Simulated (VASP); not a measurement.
The system is MgO (lda).

```xyz
2
Lattice="0.0000 2.1050 2.1050 2.1050 0.0000 2.1050 2.1050 2.1050 0.0000" Properties=species:S:1:pos:R:3 pbc="T T T"
Mg    0.0000    0.0000    0.0000
O     2.1050    2.1050    2.1050
```

| Item | Value |
| --- | --- |
| Program | VASP 6.6.1 |
| Task | relaxation of cell and atoms |
| Functional | LDA |
| Potentials or basis | VASP PAW LDA potentials, release 64 (Mg, O) |
| Cutoff | 600 eV |
| k mesh | 10 × 10 × 10 |
| Occupations | gaussian, width 0.02 eV |
| Spin | no spin polarisation |

At the start: pressure -7.8 GPa; volume 9.33 Å³/atom.

Question: Where does the relaxation end?

Answer: Over 3 steps the energy falls by 11.0 meV/atom and the volume is 8.89 Å³/atom (-4.7 %); space group Fm-3m (No. 225, to 0.05 Å).

Step by step:
```
step  energy change (eV)  largest force (eV/Å)  pressure (GPa)  volume (Å³)
   1              0.0000                0.0000           -7.76        18.65
   2             -0.0186                0.0000            3.40        17.46
   3             -0.0220                0.0000            0.01        17.78
```

Final structure:
```
Mg O
1.0
     0.00000    2.07169    2.07169
     2.07169    0.00000    2.07169
     2.07169    2.07169    0.00000
Mg O
1 1
Direct
  0.00000 0.00000 0.00000
  0.50000 0.50000 0.50000
```
